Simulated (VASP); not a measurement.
## MgO: single point with PBE

The system is MgO.

```
Mg O
1.0
     0.00000    2.12692    2.12692
     2.12692    0.00000    2.12692
     2.12692    2.12692    0.00000
Mg O
1 1
Direct
  0.01763 0.98237 0.01763
  0.50000 0.50000 0.50000
```

This cell differs from its parent crystal: all Mg atoms moved +0.075 Å, as atom 1 along Cartesian [0 1 0].

```yaml
Program: VASP 6.6.1
Task: single point
Functional: PBE
Potentials_or_basis: VASP PAW PBE potentials, release 64 (Mg, O)
Cutoff: 520 eV
k_mesh: 10 × 10 × 10
Occupations: gaussian, width 0.05 eV
Spin: no spin polarisation
```

The pressure is -0.3 GPa and the largest force is 0.375 eV/Å. The band gap on the k mesh is 4.44 eV, direct.

Forces on the atoms (eV/Å):
```
Mg   0.000 -0.375  0.000
O    0.000  0.375  0.000
```

Stress tensor (GPa, compression positive):
```
-0.88  0.00  0.00
 0.00  0.95  0.00
 0.00  0.00 -0.88
```

Levels at points of the mesh, in eV from the valence-band top:
```
           k point  band 2  band 3  band 4  band 5  band 6  band 7
(0.00, 0.00, 0.00)   -0.01    0.00    0.00    4.44   15.65   15.66
(0.50, 0.00, 0.00)   -4.48   -0.62   -0.62    7.71   12.25   16.01
(0.50, 0.50, 0.00)   -3.96   -1.31   -1.31    9.10    9.62   12.79
(0.50, 0.00, 0.50)   -3.95   -1.30   -1.30    9.09    9.62   12.80
```

It took 9.6 s on 1 thread of Intel(R) Xeon(R) Platinum 8488C (Sapphire Rapids), with other jobs on the host, peak memory 0.15 GiB.

Caveat: the cell differs from its parent crystal (all Mg atoms moved +0.075 Å, as atom 1 along Cartesian [0 1 0]).
